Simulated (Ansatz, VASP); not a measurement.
# CaZn23S24: VASP beside Ansatz

```xyz
48
Lattice="7.6240 0.0000 0.0000 -3.8120 6.6026 0.0000 0.0000 0.0000 18.6900" Properties=species:S:1:pos:R:3 pbc="T T T"
Zn   -0.0064   -0.0037   -0.0185
Zn   -1.9060    3.3013   -0.1040
Zn    3.8184   -0.0037   -0.0185
Zn    1.9060    3.3086   -0.0185
Zn   -0.0557   -0.0322    9.4359
Zn   -1.9060    3.3013    9.3543
Zn    3.8677   -0.0322    9.4359
Zn    1.9060    3.3656    9.4359
Zn   -0.0258    2.2157    3.0185
Zn   -1.9060    5.4724    3.0185
Zn    3.8378    2.2157    3.0185
Zn    1.9060    5.5021    3.1067
Zn    1.9060    1.1004   12.4344
Zn   -0.0123    4.3946   12.5160
Zn    5.7180    1.1146   12.5160
Zn    3.8243    4.3946   12.5160
Zn   -0.0084    4.3969    6.1976
Zn    5.7180    1.1101    6.1976
Zn    3.8204    4.3969    6.1976
Zn    0.0156    2.1919   15.5702
Zn   -1.9060    5.5201   15.5702
Zn    3.7964    2.1919   15.5702
Zn    1.9060    5.5021   15.5685
Ca    1.9060    1.1004    6.3900
S    -0.0062   -0.0036    2.3105
S    -1.9060    3.3013    2.2054
S     3.8182   -0.0036    2.3105
S     1.9060    3.3084    2.3105
S    -0.0272   -0.0157   11.7569
S    -1.9060    3.3013   11.6933
S     3.8392   -0.0157   11.7569
S     1.9060    3.3327   11.7569
S    -0.1244    2.2727    5.3225
S    -1.9060    5.3585    5.3225
S     3.9364    2.2727    5.3225
S     1.9060    5.5021    5.4473
S     1.9060    1.1004   14.7718
S    -0.0062    4.3982   14.8292
S     5.7180    1.1076   14.8292
S     3.8182    4.3982   14.8292
S     1.9060    1.1004    8.9723
S     0.0023    4.4030    8.5522
S     5.7180    1.0978    8.5522
S     3.8097    4.4030    8.5522
S     0.0143    2.1926   17.8876
S    -1.9060    5.5187   17.8876
S     3.7977    2.1926   17.8876
S     1.9060    5.5021   17.8938
```

Alike in both runs: functional PBE; k mesh 3 × 3 × 1; occupations fermi-dirac, width 0.01 eV; no spin polarisation.

Ansatz relaxed the structure, and its values are those at the end. VASP's run is a single point on that final structure, the one shown.

|  | VASP | Ansatz |
| --- | --- | --- |
| version | VASP 6.6.1 | Ansatz 0.2.0 |
| potentials or method | VASP PAW PBE potentials, release 64 (Zn, Ca_sv, S) | plane-wave PAW, scalar-relativistic |
| plane-wave cutoff (eV) | 520 | 420 |
| valence electrons in the cell | 430 | 430 |

|  | VASP | Ansatz | Ansatz less VASP |
| --- | --- | --- | --- |
| gap on the k mesh at the Fermi level (eV) | 2.22 | 2.22 | -0.005 |
| pressure (GPa) | 3.7 | 3.6 | -0.17 |

Ansatz's warnings: stress scf threshold loose.
